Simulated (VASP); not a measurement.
# CsSn2N3 (P6/mmm) in VASP: further runs, part 2 of 2

VASP 6.6.1. The steps go on from the part before.

**5. Relaxation of cell and atoms, PBE**

This run uses another cell than the first one, of 19.33 Å³/atom, 1.205 times its volume.

Contents of INCAR:

```
SYSTEM = CsSn2N3
ALGO = Normal
EDIFF = 1E-7
EDIFFG = -0.04
ENCUT = 600
GGA = PE
IBRION = 2
ISIF = 3
ISMEAR = 0
LASPH = .True.
LCHARG = .False.
LREAL = .False.
LWAVE = .False.
NELM = 100
NSW = 90
PREC = Accurate
SIGMA = 0.1
```

Contents of KPOINTS:

```
k-points
0
Gamma
  3 3 6
  0 0 0
```

Contents of POSCAR:

```
CsSn2N3
1.0
    6.0359804532      0.0000000000      0.0000000000
   -3.0179902266      5.2273124091      0.0000000000
    0.0000000000      0.0000000000      3.6754164334
Cs Sn N
1 2 3
Direct
    0.0000000000      0.0000000000      0.0000000000
    0.3333333333      0.6666666667      0.0000000000
    0.6666666667      0.3333333333      0.0000000000
    0.5000000000      0.0000000000      0.5000000000
    0.5000000000      0.5000000000      0.5000000000
    0.0000000000      0.5000000000      0.5000000000
```

Potentials or basis: VASP PAW PBE potentials, release 64 (Cs_sv, Sn_d, N).

Started as:

```console
cat potpaw_PBE.64/Cs_sv/POTCAR potpaw_PBE.64/Sn_d/POTCAR potpaw_PBE.64/N/POTCAR > POTCAR
mpirun -np 1 vasp_std > vasp.out
```

OUTCAR:

```text
SYSTEM = CsSn2N3
   EDIFF = 1E-7
   EDIFFG = -0.04
   ENCUT = 600
   GGA = PE
   IBRION = 2
   ISIF = 3
   ISMEAR = 0
   LASPH = .True.
   LREAL = .False.
   NELM = 100
   NSW = 90
   PREC = Accurate

 ion  position               nearest neighbor table
   1  0.000  0.000  0.000-
   2  0.333  0.667  0.000-   4 2.53   4 2.53   6 2.53   6 2.53   5 2.53   5 2.53   3 3.48   3 3.48
                             3 3.48
   3  0.667  0.333  0.000-   4 2.53   4 2.53   6 2.53   6 2.53   5 2.53   5 2.53   2 3.48   2 3.48
                             2 3.48
   4  0.500  0.000  0.500-   2 2.53   3 2.53   2 2.53   3 2.53
   5  0.500  0.500  0.500-   2 2.53   3 2.53   2 2.53   3 2.53
   6  0.000  0.500  0.500-   2 2.53   3 2.53   2 2.53   3 2.53

  LATTYP: Found a hexagonal cell.
 ALAT       =     6.0359804532
 C/A-ratio  =     0.6089178820

  Lattice vectors:

 A1 = (   6.0359804532,   0.0000000000,   0.0000000000)
 A2 = (  -3.0179902266,   5.2273124091,   0.0000000000)
 A3 = (   0.0000000000,   0.0000000000,   3.6754164334)

Analysis of symmetry for initial positions (statically):
=====================================================================
 Subroutine PRICEL returns:
 Original cell was already a primitive cell.

[... 154 lines left out ...]

--------------------------------------- Ionic step        1  -------------------------------------------

 number of electron      51.9999989 magnetization

 Free energy of the ion-electron system (eV)
  ---------------------------------------------------
  ext. energy  EPLUGINS =         0.00000000
  ---------------------------------------------------
  free energy    TOTEN  =       -26.94813155 eV

  energy without entropy =      -26.91112351  energy(sigma->0) =      -26.92962753

------------------------ aborting loop because EDIFF is reached ----------------------------------------

  FORCE on cell =-STRESS in cart. coord.  units (eV):
  Direction    XX          YY          ZZ          XY          YZ          ZX
  --------------------------------------------------------------------------------------
  -------------------------------------------------------------------------------------
  Total        2.1829523      2.1829523    -21.8950730      0.0000000      0.0000000      0.0000000
  in kB       30.1593508     30.1593508   -302.4991411      0.0000000      0.0000000      0.0000000
  external PRESSURE =     -80.7268131 kB  Pullay stress =       0.0000000 kB
[... 267 lines left out ...]
--------------------------------------- Ionic step        8  -------------------------------------------

 number of electron      52.0000005 magnetization

 Free energy of the ion-electron system (eV)
  ---------------------------------------------------
  ext. energy  EPLUGINS =         0.00000000
  ---------------------------------------------------
  free energy    TOTEN  =       -29.40870613 eV

  energy without entropy =      -29.39959731  energy(sigma->0) =      -29.40415172

 E-fermi :   6.8650     XC(G=0): -11.0802

 val. band max:        6.8068869881   @ k =   0.0000   0.0000   0.1667
 cond. band min:       6.9624913940   @ k =   0.3333   0.0000   0.5000
 fundamental gap:      0.1556044059
 Fermi energy:         6.8649549577

 k-point     1 :       0.0000    0.0000    0.0000
  band No.  band energies     occupation
      1     -15.2225      2.00000
      2     -14.7047      2.00000
      3     -14.6792      2.00000
      4     -14.6124      2.00000
      5     -14.6124      2.00000
      6     -14.5381      2.00000
[... 430 lines left out ...]
  FREE ENERGIE OF THE ION-ELECTRON SYSTEM (eV)
  ---------------------------------------------------
  free  energy   TOTEN  =       -29.4087061281 eV

  energy  without entropy=      -29.3995973062  energy(sigma->0) =      -29.40415172

 reached required accuracy - stopping structural energy minimisation
```

CONTCAR:

```text
CsSn2N3
   1.00000000000000
     6.0414100980589831    0.0000000000000000    0.0000000000000000
    -3.0207050490294916    5.2320146194812676    0.0000000000000000
     0.0000000000000000   -0.0000000000000000    3.0515892464182794
  Cs              Sn              N
     1     2     3
Direct
     1.0000000000000000    0.0000000000000000    0.0000000000000000
     0.3333333332999970    0.6666666667000030    0.0000000000000000
     0.6666666667000030    0.3333333332999970    0.0000000000000000
     0.5000000000000000    0.0000000000000000    0.5000000000000000
     0.5000000000000000    0.5000000000000000    0.5000000000000000
     0.0000000000000000    0.5000000000000000    0.5000000000000000

  0.00000000E+00  0.00000000E+00  0.00000000E+00
  0.00000000E+00  0.00000000E+00  0.00000000E+00
  0.00000000E+00  0.00000000E+00  0.00000000E+00
  0.00000000E+00  0.00000000E+00  0.00000000E+00
  0.00000000E+00  0.00000000E+00  0.00000000E+00
  0.00000000E+00  0.00000000E+00  0.00000000E+00
```

Run time: 6.4 min. Hardware: 1 thread of Oxide Virtual Turin-like, shared host; peak memory 0.26 GiB.

Results:

```yaml
Free_energy: -29.4087 eV
Relaxed_volume: 16.08 Å³/atom
Relaxed_cell: a = 6.041 Å, b = 6.041 Å, c = 3.052 Å, α = 90.00°, β = 90.00°, γ = 120.00°
Space_group_after_relaxing_to_0.05_Å: P6/mmm (No. 191)
Energy_gained_by_relaxing: 410.1 meV/atom
Ionic_steps: 8
Pressure_after_relaxing: 0.0 GPa
Band_gap_on_the_k_mesh: zero (band 26 reaches 6.81 eV, above the bottom of band 27 at 6.67 eV)
```

Step by step:
```csv
step,energy change (eV),largest force (eV/Å),pressure (GPa),volume (Å³)
1,0.0000,0.0000,-8.07,115.97
2,-2.4060,0.0000,-1.74,98.93
3,-2.4198,0.0000,-3.07,99.97
4,-2.4196,0.0000,-2.66,99.64
5,-2.4505,0.0000,1.80,94.99
6,-2.4560,0.0000,0.46,96.24
7,-2.4563,0.0000,-0.41,96.66
8,-2.4606,0.0000,0.00,96.46
```

Final structure:
```
Cs Sn N
1.0
     6.04141    0.00000    0.00000
    -3.02071    5.23201    0.00000
     0.00000    0.00000    3.05159
Cs Sn N
1 2 3
Direct
  0.00000 0.00000 0.00000
  0.33333 0.66667 0.00000
  0.66667 0.33333 0.00000
  0.50000 0.00000 0.50000
  0.50000 0.50000 0.50000
  0.00000 0.50000 0.50000
```

Caveat: the k points lie up to 0.40 Å⁻¹ apart in the final cell; the volume moved by over 15 % at a fixed basis, so the end points are rough; spin-orbit coupling is left out, which moves the levels of the heavy elements.

**6. Relaxation of cell and atoms, PBE**

Contents of INCAR:

```
SYSTEM = CsSn2N3
ALGO     = Normal         ! electronic algorithm
EDIFF    = 1E-6           ! SCF threshold, eV
EDIFFG   = -0.01          ! ionic threshold
ENCUT    = 600            ! plane-wave cutoff, eV
GGA      = PE             ! functional
IBRION   = 2              ! ionic algorithm
ISIF     = 3              ! what is computed and relaxed
ISMEAR   = 0              ! smearing method
LASPH    = .True.         ! aspherical terms in the spheres
LCHARG   = .False.        ! write CHGCAR
LREAL    = .False.        ! projectors in reciprocal space
LWAVE    = .False.        ! write WAVECAR
NELM     = 100            ! most SCF steps
NSW      = 100            ! ionic steps
PREC     = Accurate       ! precision mode
SIGMA    = 0.1            ! smearing width, eV
```

Contents of KPOINTS:

```
k-points
0
Gamma
  6 6 12
  0 0 0
```

Changes to POSCAR since step 5:

```diff
@@ -2,5 +2,5 @@
 1.0
-    6.0359804532      0.0000000000      0.0000000000
-   -3.0179902266      5.2273124091      0.0000000000
-    0.0000000000      0.0000000000      3.6754164334
+    6.0367840979      0.0000000000      0.0000000000
+   -3.0183920490      5.2280083860      0.0000000000
+    0.0000000000      0.0000000000      3.0490030239
 Cs Sn N
```

Potentials or basis: VASP PAW PBE potentials, release 64 (Cs_sv, Sn_d, N).

Started as:

```console
cat potpaw_PBE.64/Cs_sv/POTCAR potpaw_PBE.64/Sn_d/POTCAR potpaw_PBE.64/N/POTCAR > POTCAR
mpirun -np 1 vasp_std > vasp.out
```

OUTCAR:

```text
SYSTEM = CsSn2N3
   EDIFF = 1E-6
   EDIFFG = -0.01
   ENCUT = 600
   GGA = PE
   IBRION = 2
   ISIF = 3
   ISMEAR = 0
   LASPH = .True.
   LREAL = .False.
   NELM = 100
   NSW = 100
   PREC = Accurate

 ion  position               nearest neighbor table
   1  0.000  0.000  0.000-
   2  0.333  0.667  0.000-   6 2.32   6 2.32   4 2.32   4 2.32   5 2.32   5 2.32   3 3.49   3 3.49
                             3 3.49
   3  0.667  0.333  0.000-   6 2.32   6 2.32   4 2.32   4 2.32   5 2.32   5 2.32   2 3.49   2 3.49
                             2 3.49
   4  0.500  0.000  0.500-   2 2.32   3 2.32   2 2.32   3 2.32
   5  0.500  0.500  0.500-   2 2.32   3 2.32   2 2.32   3 2.32
   6  0.000  0.500  0.500-   2 2.32   3 2.32   2 2.32   3 2.32

  LATTYP: Found a hexagonal cell.
 ALAT       =     6.0367840979
 C/A-ratio  =     0.5050707420

  Lattice vectors:

 A1 = (   6.0367840979,   0.0000000000,   0.0000000000)
 A2 = (  -3.0183920490,   5.2280083860,   0.0000000000)
 A3 = (   0.0000000000,   0.0000000000,   3.0490030239)

Analysis of symmetry for initial positions (statically):
=====================================================================
 Subroutine PRICEL returns:
 Original cell was already a primitive cell.

 Routine SETGRP: Setting up the symmetry group for a
 hexagonal supercell.

 Subroutine GETGRP returns: Found 24 space group operations
 (whereof 24 operations were pure point group operations)
 out of a pool of 24 trial point group operations.

The static configuration has the point symmetry D_6h.

Analysis of symmetry for dynamics (positions and initial velocities):
=====================================================================
 Subroutine PRICEL returns:
 Original cell was already a primitive cell.

 Routine SETGRP: Setting up the symmetry group for a
 hexagonal supercell.

 Subroutine GETGRP returns: Found 24 space group operations
 (whereof 24 operations were pure point group operations)
[... 137 lines left out ...]
   AEXX    =    0.0000 exact exchange contribution
   IVDW    =     0    specifies the selected vdW correction
   LEPSILON=     F    determine dielectric tensor
   LRPA    =     F    only Hartree local field effects (RPA)
 conjugate gradient relaxation of ions
 non-spin polarized calculation
 Gauss-broadening in eV      SIGMA  =   0.10
  energy-cutoff  :      600.00
  volume of cell :       96.23
 maximum number of plane-waves:      3244
   NGX = 25   NGY = 25   NGZ = 13

--------------------------------------- Ionic step        1  -------------------------------------------

 number of electron      52.0000015 magnetization

 Free energy of the ion-electron system (eV)
  ---------------------------------------------------
  ext. energy  EPLUGINS =         0.00000000
  ---------------------------------------------------
  free energy    TOTEN  =       -29.42511496 eV

  energy without entropy =      -29.41316603  energy(sigma->0) =      -29.41914050

------------------------ aborting loop because EDIFF is reached ----------------------------------------

  FORCE on cell =-STRESS in cart. coord.  units (eV):
  Direction    XX          YY          ZZ          XY          YZ          ZX
  --------------------------------------------------------------------------------------
  -------------------------------------------------------------------------------------
  Total        0.4461957      0.4461957      1.1216381     -0.0000000     -0.0000000     -0.0000000
  in kB        7.4290992      7.4290992     18.6751261     -0.0000000     -0.0000000     -0.0000000
  external PRESSURE =      11.1777748 kB  Pullay stress =       0.0000000 kB
[... 187 lines left out ...]
--------------------------------------- Ionic step        6  -------------------------------------------

 number of electron      52.0000008 magnetization

 Free energy of the ion-electron system (eV)
  ---------------------------------------------------
  ext. energy  EPLUGINS =         0.00000000
  ---------------------------------------------------
  free energy    TOTEN  =       -29.42954364 eV

  energy without entropy =      -29.41673575  energy(sigma->0) =      -29.42313970

 E-fermi :   6.6028     XC(G=0): -11.0334

 val. band max:        6.5874958774   @ k =   0.5000   0.0000   0.3333
 cond. band min:       6.6238484380   @ k =   0.3333  -0.0000   0.3333
 fundamental gap:      0.0363525607
 Fermi energy:         6.6028016452

 k-point     1 :       0.0000    0.0000    0.0000
  band No.  band energies     occupation
      1     -15.3344      2.00000
      2     -14.6926      2.00000
      3     -14.6656      2.00000
      4     -14.6035      2.00000
      5     -14.6035      2.00000
      6     -14.5306      2.00000
[... 805 lines left out ...]
     30      11.4374      0.00000
     31      11.8417      0.00000

 [... further k-points ...]

------------------------ aborting loop because EDIFF is reached ----------------------------------------

  FORCE on cell =-STRESS in cart. coord.  units (eV):
  Direction    XX          YY          ZZ          XY          YZ          ZX
  --------------------------------------------------------------------------------------
  -------------------------------------------------------------------------------------
  Total        0.0054537      0.0054537      0.0183653     -0.0000000      0.0000000      0.0000000
  in kB        0.0897555      0.0897555      0.3022492     -0.0000000      0.0000000      0.0000000
  external PRESSURE =       0.1605868 kB  Pullay stress =       0.0000000 kB
[... 21 lines left out ...]
  FREE ENERGIE OF THE ION-ELECTRON SYSTEM (eV)
  ---------------------------------------------------
  free  energy   TOTEN  =       -29.4295436438 eV

  energy  without entropy=      -29.4167357542  energy(sigma->0) =      -29.42313970

 reached required accuracy - stopping structural energy minimisation
```

Wall time 11 min (1 thread of Oxide Virtual Turin-like, shared host); peak memory 0.31 GiB.

Results:

| Property | Result |
| --- | --- |
| Free energy | -29.4295 eV |
| Relaxed volume | 16.23 Å³/atom |
| Relaxed cell | a = 6.056 Å, b = 6.056 Å, c = 3.065 Å, α = 90.00°, β = 90.00°, γ = 120.00° |
| Space group after relaxing (to 0.05 Å) | P6/mmm (No. 191) |
| Energy gained by relaxing | 0.7 meV/atom |
| Ionic steps | 6 |
| Pressure after relaxing | 0.0 GPa |
| Band gap on the k mesh | zero (band 26 reaches 6.80 eV, above the bottom of band 27 at 6.52 eV) |

The path:
| step | energy change (eV) | largest force (eV/Å) | pressure (GPa) | volume (Å³) |
| --- | --- | --- | --- | --- |
| 1 | 0.0000 | 0.0000 | 1.12 | 96.23 |
| 2 | -0.0029 | 0.0000 | -0.44 | 97.79 |
| 3 | -0.0043 | 0.0000 | 0.09 | 97.23 |
| 4 | -0.0043 | 0.0000 | 0.14 | 97.21 |
| 5 | -0.0044 | 0.0000 | -0.03 | 97.41 |
| 6 | -0.0044 | 0.0000 | 0.02 | 97.35 |

Final structure:
```
CELL_PARAMETERS angstrom
6.05610 0.00000 0.00000
-3.02805 5.24473 0.00000
0.00000 0.00000 3.06497
ATOMIC_POSITIONS crystal
Cs 0.00000 0.00000 0.00000
Sn 0.33333 0.66667 0.00000
Sn 0.66667 0.33333 0.00000
N 0.50000 0.00000 0.50000
N 0.50000 0.50000 0.50000
N 0.00000 0.50000 0.50000
```

Caveat: spin-orbit coupling is left out, which moves the levels of the heavy elements.

**7. Summary**

```csv
task,cell,k mesh,cutoff (eV),gap on the mesh (eV),pressure (GPa),relaxed volume (Å³/atom)
single point,"a = 6.037, b = 6.037, c = 3.049 Å, angles 90.0, 90.0, 120.0°, 6 atoms",3 × 3 × 6,520,none,0.3,-
single point,"a = 6.036, b = 6.036, c = 3.675 Å, angles 90.0, 90.0, 120.0°, 6 atoms",6 × 6 × 6,520,none,-7.9,-
single point,"a = 6.051, b = 6.051, c = 3.062 Å, angles 90.0, 90.0, 120.0°, 6 atoms",6 × 6 × 12,520,none,0.3,-
relaxation of cell and atoms,"relaxed from a = 6.036, b = 6.036, c = 3.675 Å, angles 90.0, 90.0, 120.0°, 6 atoms",3 × 3 × 6,600,none,0.0,16.08
relaxation of cell and atoms,"relaxed from a = 6.037, b = 6.037, c = 3.049 Å, angles 90.0, 90.0, 120.0°, 6 atoms",6 × 6 × 12,600,none,0.0,16.23
```

Alike in all rows: level PBE; potentials or basis VASP PAW PBE potentials, release 64 (Cs_sv, Sn_d, N); no spin polarisation; smearing gaussian 0.1 eV.

Caveats: some runs use coarse meshes; spin-orbit coupling is left out, which moves the levels of the heavy elements; the volume moved by over 15 % at a fixed basis, so the end points are rough (some runs).

Absolute energies hang on the potentials; compare differences alone.
